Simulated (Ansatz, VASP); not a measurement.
Two plane-wave programs on C

File POSCAR:

```
C
1.0
    0.0000000000      1.7058431126      1.7058431126
    1.7058431126      0.0000000000      1.7058431126
    1.7058431126      1.7058431126      0.0000000000
C
2
Direct
    0.0000000000      0.0000000000      0.0000000000
    0.2500000000      0.2500000000      0.2500000000
```

File INCAR.step1:

```
PREC = Accurate
ENCUT = 520
ISMEAR = 0
SIGMA = 0.05
LREAL = False
LASPH = True
NELM = 100
NBANDS = 11
GGA = PE
ALGO = Normal
EDIFF = 1E-4
LWAVE = True
LCHARG = False
```

The input INCAR.step2:

```
PREC = Accurate
ENCUT = 520
EDIFF = 1E-6
ISMEAR = 0
SIGMA = 0.05
LREAL = False
LASPH = True
NELM = 100
ALGO = Normal
ISIF = 2
LWAVE = False
LCHARG = True
METAGGA = R2SCAN
LMIXTAU = True
LELF = True
LVHAR = True
NBANDS = 11
ISTART = 1
```

KPOINTS

```
regular mesh
0
Gamma
  12 12 12
```

Input for Ansatz:

```yaml
crystal:
  lattice:
    - [0.0, 1.7058431126, 1.7058431126]
    - [1.7058431126, 0.0, 1.7058431126]
    - [1.7058431126, 1.7058431126, 0.0]
  atoms:
    - { symbol: C, position: [0.0, 0.0, 0.0] }
    - { symbol: C, position: [0.25, 0.25, 0.25] }
basis:
  ecutwfc: 500
  ecutrho_ratio: 4
kpoints:
  mp_grid: { grid: [12, 12, 12] }
hamiltonian:
  xc: r2scan
scf:
  occupations: { method: gaussian, width: 0.05 }
output:
  forces: true
  stress: true
  eigenvalues: true
```

Alike in both runs: task single point; functional r2SCAN; k mesh 12 × 12 × 12; occupations gaussian, width 0.05 eV; no spin polarisation.

|  | VASP | Ansatz |
| --- | --- | --- |
| version | VASP 6.6.1 | Ansatz 0.2.0 |
| potentials or method | VASP PAW PBE potentials, release 64 (C), cutoff 520 eV | scalar-relativistic, plane waves, PAW |
| valence electrons in the cell | 8 | 8 |

Ansatz gave:

- gap on the k mesh at the Fermi level (eV): 4.70
- least direct gap on the mesh (eV): 6.26

Estimate VASP's values.

gap on the k mesh at the Fermi level (eV): 4.67; least direct gap on the mesh (eV): 6.20.

VASP's potentials were made for PBE, not for r2SCAN. With one functional, cell and mesh, what is left measures potentials, basis and numerics.
